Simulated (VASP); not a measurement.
SrO:

```
Sr O
1.0
     0.00000    2.56630    2.56630
     2.56630    0.00000    2.56630
     2.56630    2.56630    0.00000
Sr O
1 1
Direct
  0.50000 0.50000 0.50000
  0.00000 0.00000 0.00000
```

Base run:

```yaml
Program: VASP 6.6.1
Functional: RPBE
Potentials_or_basis: VASP PAW PBE potentials, release 64 (Sr_sv, O)
Cutoff: 520 eV
k_mesh: 9 × 9 × 9
Occupations: gaussian, width 0.01 eV
Spin: no spin polarisation
```

Its results: band gap on the k mesh 3.44 eV, indirect (least direct gap 3.53 eV); pressure 7.0 GPa.

The run is repeated on the same cell with these changes: k mesh from 9 × 9 × 9 to 4 × 4 × 4. What comes out?

Band gap on the k mesh 3.37 eV, indirect (least direct gap 3.46 eV); pressure 7.0 GPa.

Caveats: some runs use coarse meshes; the PAW data sets were made with another functional, which shifts forces and pressure a little.

A k mesh can miss the band edges.
